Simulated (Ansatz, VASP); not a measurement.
One calculation of TiAl, two programs

```
Ti Al
1.0
     2.60935    0.00000    0.00000
    -1.30467    2.25976    0.00000
     0.00000    0.00000    5.50299
Ti Al
1 1
Direct
  0.00000 0.00000 0.00000
  0.33333 0.66667 0.50000
```

Alike in both runs: task single point; functional PBEsol; k mesh 24 × 24 × 14; occupations gaussian, width 0.15 eV; no spin polarisation.

```csv
,VASP,Ansatz
version,VASP 6.6.1,Ansatz 0.2.0
potentials or method,"VASP PAW PBE potentials, release 64 (Ti_sv, Al), cutoff 500 eV","scalar-relativistic, plane waves, PAW"
valence electrons in the cell,15,15
```

Ansatz gave:

* gap on the k mesh at the Fermi level (eV): none
* pressure (GPa): 4.9
* traceless stress, the component that is largest in VASP (GPa): -29.76

Task: What did VASP give for the same quantities?

Result: gap on the k mesh at the Fermi level (eV): none; pressure (GPa): 4.9; traceless stress, the component that is largest in VASP (GPa): -29.64.

VASP's potentials were made for PBE, not for PBEsol. A gap of «none» marks a metal or a gap that the smearing closes.
